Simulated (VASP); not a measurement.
AlN: single point with r2SCAN

AlN:

```xyz
2
Lattice="0.0000 2.2177 2.2504 2.2177 0.0000 2.2504 2.2177 2.2177 0.0000" Properties=species:S:1:pos:R:3 pbc="T T T"
Al    0.0000    0.0000    0.0000
N     3.3265    3.3265    3.3757
```

This cell differs from its parent crystal: strain +0.015 along x and y, +0.030 along z.

| Item | Value |
| --- | --- |
| Program | VASP 6.6.1 |
| Task | single point |
| Functional | r2SCAN |
| Potentials or basis | VASP PAW PBE potentials, release 64 (Al, N) |
| Cutoff | 520 eV |
| k mesh | 10 × 10 × 10 |
| Occupations | gaussian, width 0.05 eV |
| Spin | no spin polarisation |
| Dipole correction | no |
| Further INCAR settings | ALGO = Normal; EDIFF = 1e-06; NBANDS = 11 |

```json
{"Pressure": "-11.5 GPa", "Band gap on the k mesh": "3.84 eV, indirect (least direct gap 4.31 eV)"}
```

Stress tensor (GPa, compression positive):
```
-10.75   0.00   0.00
  0.00 -10.75   0.00
  0.00   0.00 -13.05
```

Levels at points of the mesh, in eV from the valence-band top:
```tsv
k point	band 1	band 2	band 3	band 4	band 5	band 6	band 7	band 8	band 9
(0.00, 0.00, 0.00)	-15.42	-0.06	0.00	0.00	4.31	12.88	12.88	12.90	17.77
(0.50, 0.00, 0.00)	-13.58	-5.67	-0.56	-0.44	7.61	10.36	11.41	11.66	18.46
(0.50, 0.50, 0.00)	-13.04	-4.88	-1.68	-1.68	3.91	9.22	14.16	16.23	16.23
(0.50, 0.00, 0.50)	-12.99	-4.74	-1.80	-1.80	3.84	8.99	14.42	15.90	16.33
```

It took 2.2 min on 1 thread of AMD EPYC 7R43 64-Core Processor (Zen 3), on a shared host, peak memory 0.11 GiB.

Caveat: the cell differs from its parent crystal (strain +0.015 along x and y, +0.030 along z); the PAW data sets were made with another functional, which shifts forces and pressure a little. A k mesh can miss the band edges.
